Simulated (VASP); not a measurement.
# Mo (Im-3m) in VASP: further runs

The runs below take Mo through single point, with PBE.

Program: VASP 6.6.1. These are calculated values, not measurements. Logs are shortened: lines on timing, memory, paths and dates and some standing lists are left out, and cuts for length are marked.

## (1) The cell of the first run

Symmetry: Im-3m, No. 229, cubic system. The conventional cell has a = 3.025 Å, b = 3.025 Å, c = 3.025 Å, α = 90.00°, β = 90.00°, γ = 90.00°. Mo (site symmetry m-3m) has 14 Mo at 2.62 to 3.03 Å within 3.5 Å.

## (2) Single point, PBE

The input, INCAR:

```
ALGO = Normal ; EDIFF = 1E-6
ENCUT = 520 ; GGA = PE
ISIF = 2 ; ISMEAR = 0
LASPH = True ; LCHARG = False
LREAL = False ; LWAVE = False
NBANDS = 13 ; NELM = 60
PREC = Accurate ; SIGMA = 0.3
```

The input, KPOINTS:

```
k-points
0
Gamma
  18 18 18
```

The input, POSCAR:

```
Mo
1.0
   -1.5126662633      1.5126662633      1.5126662633
    1.5126662633     -1.5126662633      1.5126662633
    1.5126662633      1.5126662633     -1.5126662633
Mo
1
Direct
    0.0000000000      0.0000000000      0.0000000000
```

Potentials or basis: VASP PAW PBE potentials, release 64 (Mo_sv).

Run with:

```sh
$ cat potpaw_PBE.64/Mo_sv/POTCAR > POTCAR
$ mpirun -np 1 vasp_std > vasp.out
```

OUTCAR:

```text
EDIFF = 1E-6
   ENCUT = 520
   GGA = PE
   ISIF = 2
   ISMEAR = 0
   LASPH = True
   LREAL = False
   NELM = 60
   PREC = Accurate

 ion  position               nearest neighbor table
   1  0.000  0.000  0.000-

  LATTYP: Found a body centered cubic cell.
 ALAT       =     3.0253325266

  Lattice vectors:

 A1 = (  -1.5126662633,   1.5126662633,   1.5126662633)
 A2 = (   1.5126662633,  -1.5126662633,   1.5126662633)
 A3 = (   1.5126662633,   1.5126662633,  -1.5126662633)

Analysis of symmetry for initial positions (statically):
=====================================================================
 Subroutine PRICEL returns:
 Original cell was already a primitive cell.

 Routine SETGRP: Setting up the symmetry group for a
 body centered cubic supercell.

 Subroutine GETGRP returns: Found 48 space group operations
 (whereof 48 operations were pure point group operations)
 out of a pool of 48 trial point group operations.

The static configuration has the point symmetry O_h .

Analysis of symmetry for dynamics (positions and initial velocities):
=====================================================================
 Subroutine PRICEL returns:
 Original cell was already a primitive cell.

 Routine SETGRP: Setting up the symmetry group for a
 body centered cubic supercell.

 Subroutine GETGRP returns: Found 48 space group operations
 (whereof 48 operations were pure point group operations)
 out of a pool of 48 trial point group operations.

The dynamic configuration has the point symmetry O_h .

 Subroutine INISYM returns: Found 48 space group operations
 (whereof 48 operations are pure point group operations),
 and found     1 'primitive' translations

----------------------------------------------------------------------------------------

                                     Primitive cell

  volume of cell :      13.8449

  direct lattice vectors                    reciprocal lattice vectors
    -1.512666263  1.512666263  1.512666263     0.000000000  0.330542177  0.330542177
     1.512666263 -1.512666263  1.512666263     0.330542177  0.000000000  0.330542177
     1.512666263  1.512666263 -1.512666263     0.330542177  0.330542177  0.000000000

  length of vectors
     2.620014823  2.620014823  2.620014823     0.467457230  0.467457230  0.467457230

  position of ions in fractional coordinates (direct lattice)
     0.000000000  0.000000000  0.000000000

  ion indices of the primitive-cell ions
   primitive index   ion index
                 1           1

----------------------------------------------------------------------------------------

 KPOINTS: k-points

Automatic generation of k-mesh.
 Grid dimensions read from file:
 generate k-points for:   18   18   18

 Generating k-lattice:

  Cartesian coordinates                     Fractional coordinates (reciprocal lattice)
     0.000000000  0.018363454  0.018363454     0.055555556  0.000000000  0.000000000
     0.018363454  0.000000000  0.018363454     0.000000000  0.055555556  0.000000000
     0.018363454  0.018363454  0.000000000     0.000000000  0.000000000  0.055555556

  Length of vectors
     0.025969846  0.025969846  0.025969846

  Shift w.r.t. Gamma in fractional coordinates (k-lattice)
     0.000000000  0.000000000  0.000000000

 Subroutine IBZKPT returns following result:
 ===========================================

 Found    195 irreducible k-points:

 Following reciprocal coordinates:
            Coordinates               Weight
  0.000000  0.000000  0.000000      1.000000
  0.055556  0.000000  0.000000     12.000000
  0.111111  0.000000  0.000000     12.000000
  0.166667  0.000000  0.000000     12.000000
  0.222222  0.000000  0.000000     12.000000
  0.277778  0.000000  0.000000     12.000000
[... 16 lines left out ...]
  0.333333  0.111111 -0.000000     48.000000
  0.388889  0.111111 -0.000000     48.000000
 [... further k-points ...]
   k-points           NKPTS =    195   k-points in BZ     NKDIM =    195   number of bands    NBANDS=     13
   number of dos      NEDOS =    301   number of ions     NIONS =      1
   total plane-waves  NPLWV =   8000
   dimension x,y,z NGX =    20 NGY =   20 NGZ =   20
   dimension x,y,z NGXF=    40 NGYF=   40 NGZF=   40
   ions per type =               1
   NGX,Y,Z   is equivalent  to a cutoff of  12.69, 12.69, 12.69 a.u.
   NGXF,Y,Z  is equivalent  to a cutoff of  25.38, 25.38, 25.38 a.u.
 SYSTEM =  unknown system
   PREC   = accura    normal or accurate (medium, high low for compatibility)
   ISTART =      0    job   : 0-new  1-cont  2-samecut
   ICHARG =      2    charge: 1-file 2-atom 10-const
   ISPIN  =      1    spin polarized calculation?
   LNONCOLLINEAR =      F non collinear calculations
   LSORBIT =      F    spin-orbit coupling
   LASPH  =      T    aspherical Exc in radial PAW
   ENCUT  =  520.0 eV  38.22 Ry    6.18 a.u.   4.87  4.87  4.87*2*pi/ulx,y,z
   NELM   =     60;   NELMIN=  2; NELMDL= -5     # of ELM steps
   EDIFF  = 0.1E-05   stopping-criterion for ELM
   LREAL  =      F    real-space projection
   EDIFFG = 0.1E-04   stopping-criterion for IOM
   NSW    =      0    number of steps for IOM
   IBRION =     -1    ionic relax: 0-MD 1-quasi-New 2-CG
   NFREE  =      0    steps in history (QN), initial steepest desc. (CG)
   ISIF   =      2    stress and relaxation
   ISYM   =      2    0-nonsym 1-usesym 2-fastsym
   POTIM  = 0.5000    time-step for ionic-motion
   TEBEG  =    0.0;   TEEND  =   0.0 temperature during run
   PSTRESS=    0.0 pullay stress
   NELECT =      14.0000    total number of electrons
   NUPDOWN=      -1.0000    fix difference up-down
   EMIN   =  10.00;   EMAX   =-10.00  energy-range for DOS
   EFERMI =   0.00;   METHOD = LEGACY
   ISMEAR =     0;   SIGMA  =   0.30  broadening in eV -4-tet -1-fermi 0-gaus
   EFERMI_NEDOS =   21; number of points for ismear=-14 and -15
   IALGO  =     38    algorithm
   IMIX   =      4    mixing-type and parameters
     AMIX     =   0.40;   BMIX     =  1.00
     AMIX_MAG =   1.60;   BMIX_MAG =  1.00
  volume/ion in A,a.u.               =      13.84        93.43
  Fermi-wavevector in a.u.,A,eV,Ry     =   1.643190  3.105178 36.736719  2.700073
  Thomas-Fermi vector in A             =   2.733366
   LORBIT       =      0    0 simple, 1 ext, 2 COOP (PROOUT), +10 PAW based schemes
   GGA     = PE    functional components
   LHFCALC =     F    Hartree Fock is set to
   AEXX    =    0.0000 exact exchange contribution
   IVDW    =     0    specifies the selected vdW correction
   LEPSILON=     F    determine dielectric tensor
   LRPA    =     F    only Hartree local field effects (RPA)
 non-spin polarized calculation
 Gauss-broadening in eV      SIGMA  =   0.30
  energy-cutoff  :      520.00
  volume of cell :       13.84
 maximum number of plane-waves:       384
   NGX =  9   NGY =  9   NGZ =  9

 number of electron      14.0000004 magnetization

 Free energy of the ion-electron system (eV)
  ---------------------------------------------------
  ext. energy  EPLUGINS =         0.00000000
  ---------------------------------------------------
  free energy    TOTEN  =       -10.69398710 eV

  energy without entropy =      -10.66526049  energy(sigma->0) =      -10.67962379

 E-fermi :  14.6735     XC(G=0): -14.0885

 val. band max:       14.6593350025   @ k =  -0.3889   0.4444   0.2778
 cond. band min:      14.7264070763   @ k =  -0.3333   0.3889   0.2778
 fundamental gap:      0.0670720737
 Fermi energy:        14.6735244822

 k-point     1 :       0.0000    0.0000    0.0000
  band No.  band energies     occupation
      1     -46.6889      2.00000
      2     -19.6113      2.00000
      3     -19.6113      2.00000
      4     -19.6113      2.00000
      5       7.0646      2.00000
      6      13.0257      2.00000
      7      13.0257      2.00000
      8      13.0257      2.00000
      9      16.5275      0.00000
     10      16.5275      0.00000
     11      29.6287      0.00000
     12      29.6287      0.00000
     13      29.6287      0.00000

 k-point     2 :       0.0556    0.0000    0.0000
  band No.  band energies     occupation
      1     -46.6765      2.00000
      2     -19.6783      2.00000
      3     -19.6314      2.00000
      4     -19.6120      2.00000
      5       7.2228      2.00000
      6      12.9314      2.00000
      7      13.0103      2.00000
      8      13.1769      2.00000
      9      16.3789      0.00000
     10      16.5278      0.00000
     11      29.7591      0.00000
     12      29.8959      0.00000
     13      29.9924      0.00000

 k-point     3 :       0.1111    0.0000    0.0000
  band No.  band energies     occupation
      1     -46.6404      2.00000
      2     -19.8690      2.00000
      3     -19.6890      2.00000
      4     -19.6140      2.00000
      5       7.6682      2.00000
      6      12.6710      2.00000
      7      12.9446      2.00000
      8      13.6242      2.00000
      9      16.0605      0.00000
     10      16.5364      0.00000
     11      30.0861      0.00000
     12      30.6733      0.00000
     13      30.9204      0.00000

 k-point     4 :       0.1667    0.0000    0.0000
  band No.  band energies     occupation
      1     -46.5847      2.00000
      2     -20.1546      2.00000
      3     -19.7763      2.00000
      4     -19.6172      2.00000
      5       8.2995      2.00000
      6      12.2995      2.00000
      7      12.8218      2.00000
      8      14.3485      1.87451
      9      15.8283      0.00000
     10      16.5717      0.00000
     11      30.3847      0.00000
     12      31.8998      0.00000
     13      31.9592      0.00000

 k-point     5 :       0.2222    0.0000    0.0000
  band No.  band energies     occupation
      1     -46.5157      2.00000
      2     -20.4953      2.00000
      3     -19.8816      2.00000
      4     -19.6212      2.00000
      5       8.8986      2.00000
      6      11.8815      2.00000
      7      12.8048      2.00000
      8      15.3163      0.00244
      9      15.8324      0.00000
     10      16.6524      0.00000
     11      30.2700      0.00000
     12      32.4198      0.00000
     13      33.4986      0.00000
[... 257 lines left out ...]
 k-point    22 :       0.2778    0.1111   -0.0000
  band No.  band energies     occupation
      1     -46.3517      2.00000
      2     -21.1637      2.00000
      3     -20.1419      2.00000
      4     -19.7143      2.00000
      5       9.4895      2.00000
      6      11.2056      2.00000
      7      13.3033      2.00000
      8      15.9778      0.00000
      9      17.3277      0.00000
     10      18.6869      0.00000
     11      29.0578      0.00000
     12      30.8024      0.00000
     13      35.7440      0.00000

 k-point    23 :       0.3333    0.1111   -0.0000
  band No.  band energies     occupation
      1     -46.2967      2.00000
      2     -21.3816      2.00000
      3     -20.2432      2.00000
      4     -19.7202      2.00000
      5       9.2425      2.00000
      6      10.9682      2.00000
      7      14.1837      1.97905
      8      16.3278      0.00000
      9      17.5524      0.00000
     10      20.0008      0.00000
     11      28.2193      0.00000
     12      29.5434      0.00000
     13      34.4147      0.00000

 k-point    24 :       0.3889    0.1111   -0.0000
  band No.  band energies     occupation
      1     -46.2605      2.00000
      2     -21.5218      2.00000
      3     -20.3090      2.00000
      4     -19.7238      2.00000
      5       9.0437      2.00000
      6      10.8228      2.00000
      7      14.8819      0.32592
      8      16.4771      0.00000
      9      17.8821      0.00000
     10      21.0234      0.00000
     11      27.6756      0.00000
     12      28.4567      0.00000
     13      33.3732      0.00000

 [... further k-points ...]

------------------------ aborting loop because EDIFF is reached ----------------------------------------

  FORCE on cell =-STRESS in cart. coord.  units (eV):
  Direction    XX          YY          ZZ          XY          YZ          ZX
  --------------------------------------------------------------------------------------
  -------------------------------------------------------------------------------------
  Total        3.9673185      3.9673185      3.9673185      0.0000000      0.0000000     -0.0000000
  in kB      459.1116273    459.1116273    459.1116273      0.0000000      0.0000000     -0.0000000
  external PRESSURE =     459.1116273 kB  Pullay stress =       0.0000000 kB

 VOLUME and BASIS-vectors are now :
 -----------------------------------------------------------------------------
  energy-cutoff  :      520.00
  volume of cell :       13.84
      direct lattice vectors                 reciprocal lattice vectors
    -1.512666263  1.512666263  1.512666263     0.000000000  0.330542177  0.330542177
     1.512666263 -1.512666263  1.512666263     0.330542177  0.000000000  0.330542177
     1.512666263  1.512666263 -1.512666263     0.330542177  0.330542177  0.000000000

 POSITION                                       TOTAL-FORCE (eV/Angst)
 -----------------------------------------------------------------------------------
      0.00000      0.00000      0.00000         0.000000     -0.000000     -0.000000
 -----------------------------------------------------------------------------------
    total drift:                                0.000000     -0.000000      0.000000

  FREE ENERGIE OF THE ION-ELECTRON SYSTEM (eV)
  ---------------------------------------------------
  free  energy   TOTEN  =       -10.6939870996 eV

  energy  without entropy=      -10.6652604867  energy(sigma->0) =      -10.67962379
```

Wall time 22 s (1 thread of Intel Xeon 8259CL, shared host); peak memory 0.15 GiB.

What came out:

| Quantity | Value |
| --- | --- |
| Free energy | -10.6940 eV |
| Pressure | 45.9 GPa |
| Band gap on the k mesh | zero (bands 7 and 8 overlap by 6.34 eV) |

Levels at points of the mesh, in eV from the Fermi level:
| k point | band 4 | band 5 | band 6 | band 7 | band 8 | band 9 | band 10 | band 11 |
| --- | --- | --- | --- | --- | --- | --- | --- | --- |
| (0.00, 0.00, 0.00) | -34.28 | -7.61 | -1.65 | -1.65 | -1.65 | 1.85 | 1.85 | 14.96 |
| (0.50, 0.00, 0.00) | -34.31 | -6.12 | -4.05 | 1.97 | 2.16 | 2.70 | 5.64 | 12.16 |
| (0.50, 0.50, 0.50) | -35.66 | -6.48 | -6.48 | 4.69 | 4.69 | 4.69 | 10.06 | 10.06 |

Caveat: the cell stands under pressure; so wide a smearing shifts energies and pressures.

## (3) Single point, PBE

The input, INCAR:

```
SYSTEM = Mo
PREC = Accurate ; ENCUT = 520
EDIFF = 1E-7 ; ISMEAR = 0
SIGMA = 0.3 ; LREAL = .FALSE.
LASPH = .TRUE. ; NELM = 60
ALGO = Fast ; ISIF = 2
LWAVE = .FALSE. ; LCHARG = .FALSE.
GGA = PE ; NBANDS = 13
```

The input, KPOINTS:

```
regular mesh
0
G
  20 20 20
  0 0 0
```

The input, POSCAR:

```
Mo
1.0
   -1.5124746086      1.5124746086      1.5124746086
    1.5124746086     -1.5124746086      1.5124746086
    1.5124746086      1.5124746086     -1.5124746086
Mo
1
Direct
    0.0000000000      0.0000000000      0.0000000000
```

Potentials or basis: VASP PAW PBE potentials, release 64 (Mo_sv).

Run with:

```sh
$ cat potpaw_PBE.64/Mo_sv/POTCAR > POTCAR
$ mpirun -np 1 vasp_std > vasp.out
```

It took 68 s on 1 thread of Intel Xeon 8259CL, shared host; peak memory 0.16 GiB.

The run converged. Its results:

* Free energy: -10.6962 eV
* Pressure: 45.9 GPa
* Band gap on the k mesh: zero (bands 7 and 8 overlap by 6.35 eV)

Levels at points of the mesh, in eV from the Fermi level:
```tsv
k point	band 3	band 4	band 5	band 6	band 7	band 8	band 9	band 10	band 11	band 12
(0.00, 0.00, 0.00)	-34.29	-34.29	-7.62	-1.66	-1.66	-1.66	1.84	1.84	14.94	14.94
(0.50, 0.00, 0.00)	-34.93	-34.32	-6.14	-4.07	1.96	2.15	2.70	5.63	12.15	13.64
(0.50, 0.50, 0.50)	-35.67	-35.67	-6.49	-6.49	4.69	4.69	4.69	10.05	10.05	10.05
```

Caveat: the cell stands under pressure; so wide a smearing shifts energies and pressures.
